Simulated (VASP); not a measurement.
A run of VASP 6.6.1:

The input INCAR:

```
ALGO = Normal
EDIFF = 1E-7
ENCUT = 520
GGA = RE
ISIF = 2
ISMEAR = -1
ISPIN = 2
ISYM = 0
LASPH = True
LCHARG = True
LELF = True
LORBIT = 11
LREAL = False
LVHAR = True
LWAVE = False
MAGMOM = 2
NBANDS = 13
NELM = 150
PREC = Accurate
SIGMA = 0.01
```

KPOINTS

```
k-points
0
Gamma
  1 1 1
```

Contents of POSCAR:

```
Te
1.0
   14.0000000000      0.0000000000      0.0000000000
    0.0000000000     14.4000000000      0.0000000000
    0.0000000000      0.0000000000     14.8000000000
Te
1
Direct
    0.5000000000      0.5000000000      0.5000000000
```

Potentials or basis: VASP PAW PBE potentials, release 64 (Te).

Run with:

```sh
$ cat potpaw_PBE.64/Te/POTCAR > POTCAR
$ mpirun -np 1 vasp_gam > vasp.out
```

Hardware: 1 thread of Intel(R) Xeon(R) Platinum 8259CL CPU @ 2.50GHz (Skylake/Cascade Lake), with other jobs on the host.

Q: How long does it take, and how much memory?

A: It took 10 min on 1 thread of Intel(R) Xeon(R) Platinum 8259CL CPU @ 2.50GHz (Skylake/Cascade Lake) (shared host), peak memory 2.8 GiB. Counts: scf iterations 32, k points 1.
